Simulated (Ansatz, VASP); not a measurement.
# Two plane-wave programs on WS2

```xyz
6
Lattice="3.1462 0.0000 0.0000 -1.5731 2.7246 0.0000 0.0000 0.0000 12.6895" Properties=species:S:1:pos:R:3 pbc="T T T"
W     0.0000    1.8164    3.1724
W     1.5731    0.9082    9.5171
S     0.0000    1.8164    7.9496
S     1.5731    0.9082    1.6049
S     0.0000    1.8164   11.0847
S     1.5731    0.9082    4.7399
```

Alike in both runs: functional PBEsol; k mesh 12 × 12 × 4; occupations gaussian, width 0.02 eV; no spin polarisation.

Ansatz relaxed the structure, and its values are those at the end. VASP's run is a single point on that final structure, the one shown.

```csv
,VASP,Ansatz
version,VASP 6.6.1,Ansatz 0.2.0
potentials or method,"VASP PAW PBE potentials, release 64 (W_sv, S), cutoff 520 eV","scalar-relativistic, plane waves, PAW"
valence electrons in the cell,52,52
```

```tsv
	VASP	Ansatz	Ansatz less VASP
gap on the k mesh at the Fermi level (eV)	1.11	1.10	-0.015
least direct gap on the mesh (eV)	1.87	1.86	-0.004
pressure (GPa)	0.1	0.0	-0.12
rms of the force components (eV/Å)	0.010	0.000	-0.0099
```

VASP's potentials were made for PBE, not for PBEsol.

Neither program's run includes spin-orbit coupling.
